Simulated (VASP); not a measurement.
A run of VASP 6.6.1 is set up as follows.

INCAR

```
PREC     = Accurate       # precision mode
ENCUT    = 520            # plane-wave cutoff, eV
EDIFF    = 1E-7           # SCF threshold, eV
ISMEAR   = -1             # smearing method
SIGMA    = 0.05           # smearing width, eV
LREAL    = F              # projectors in reciprocal space
LASPH    = T              # aspherical terms in the spheres
NELM     = 80             # most SCF steps
ALGO     = Fast           # electronic algorithm
ISIF     = 2              # what is computed and relaxed
LWAVE    = F              # write WAVECAR
LCHARG   = F              # write CHGCAR
GGA      = RE             # functional
IVDW     = 13             # dispersion correction
NBANDS   = 13             # bands
```

The input KPOINTS:

```
regular mesh
0
Gamma
  11 11 11
```

POSCAR

```
Sn
1.0
   -1.7001576998      1.7001316179      2.3099079399
    1.7001576998     -1.7001316179      2.3099079399
    1.7001576998      1.7001316179     -2.3099079399
Sn
1
Direct
    0.0000000000      0.0000000000      0.0000000000
```

Potentials or basis: VASP PAW PBE potentials, release 64 (Sn_d).

The run is started by

```sh
$ cat potpaw_PBE.64/Sn_d/POTCAR > POTCAR
$ mpirun -np 1 vasp_std > vasp.out
```

**Question.** Predict the pressure.

**Answer.** 0.0 GPa.

**Question.** Predict the band gap on the k mesh.

**Answer.** Zero (bands 7 and 8 overlap by 9.78 eV).

**Question.** Predict the dispersion energy per atom.

**Answer.** -0.643 eV.

Caveat: the PAW data sets were made with another functional, which shifts forces and pressure a little; spin-orbit coupling is left out, which moves the levels of the heavy elements.
